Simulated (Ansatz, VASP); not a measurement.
## P: VASP beside Ansatz

```
CELL_PARAMETERS angstrom
2.18686 -2.18826 0.00000
2.18686 2.18826 0.00000
0.00000 0.00000 4.82964
ATOMIC_POSITIONS crystal
P 0.25000 0.75000 0.41240
P 0.75000 0.25000 0.58760
P 0.00000 0.50000 0.00000
P 0.50000 0.00000 0.00000
```

Alike in both runs: task relaxation of cell and atoms; functional PBE; k mesh 6 × 6 × 4; occupations gaussian, width 0.1 eV; no spin polarisation.

|  | VASP | Ansatz |
| --- | --- | --- |
| version | VASP 6.6.1 | Ansatz 0.2.0 |
| potentials or method | VASP PAW PBE potentials, release 64 (P), cutoff 600 eV | scalar-relativistic, plane waves, PAW |
| valence electrons in the cell | 20 | 20 |

Ansatz gave:

| Quantity | Value |
| --- | --- |
| gap on the k mesh at the Fermi level, each at its own relaxed structure (eV) | none |
| relaxed volume (Å³/atom) | 15.29 |
| relaxed length of the cell vector where the two differ most in proportion (Å) | 3.426 |

Question: What did VASP give for the same quantities?

Answer: gap on the k mesh at the Fermi level, each at its own relaxed structure (eV): none; relaxed volume (Å³/atom): 15.24; relaxed length of the cell vector where the two differ most in proportion (Å): 3.421.

A gap of «none» marks a metal or a gap that the smearing closes.

Noted on VASP's run: the volume moved by over 15 % at a fixed basis, so the end points are rough.
